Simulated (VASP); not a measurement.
A run of VASP 6.6.1 is set up as follows.

File INCAR:

```
SYSTEM = AlNi
PREC = Accurate
ENCUT = 520
EDIFF = 1E-7
ISMEAR = 0
SIGMA = 0.15
LREAL = .False.
LASPH = .True.
NELM = 80
ALGO = Fast
ISIF = 2
LWAVE = .False.
LCHARG = .False.
GGA = PE
NBANDS = 14
```

Contents of KPOINTS:

```
Automatic mesh
0
Gamma
  16 16 16
  0 0 0
```

Contents of POSCAR:

```
AlNi
1.0
    2.8927237805      0.0000000000      0.0000000000
    0.0000000000      2.8927237805      0.0000000000
    0.0000000000      0.0000000000      2.8927237805
Al Ni
1 1
Direct
   -0.0276555959     -0.0138277980      0.0000000000
    0.5127133634      0.5063566817      0.5000000000
```

Potentials or basis: VASP PAW PBE potentials, release 64 (Al, Ni).

Command:

```sh
$ cat potpaw_PBE.64/Al/POTCAR potpaw_PBE.64/Ni/POTCAR > POTCAR
$ mpirun -np 1 vasp_std > vasp.out
```

(1) Estimate the largest force.

(2) Estimate the pressure.

Answers

(1) 0.758 eV/Å.

(2) 1.1 GPa.

Caveat: the cell differs from its parent crystal (mode 4 frozen in at -0.080 Å and mode 5 at -0.040 Å (largest displacements)).
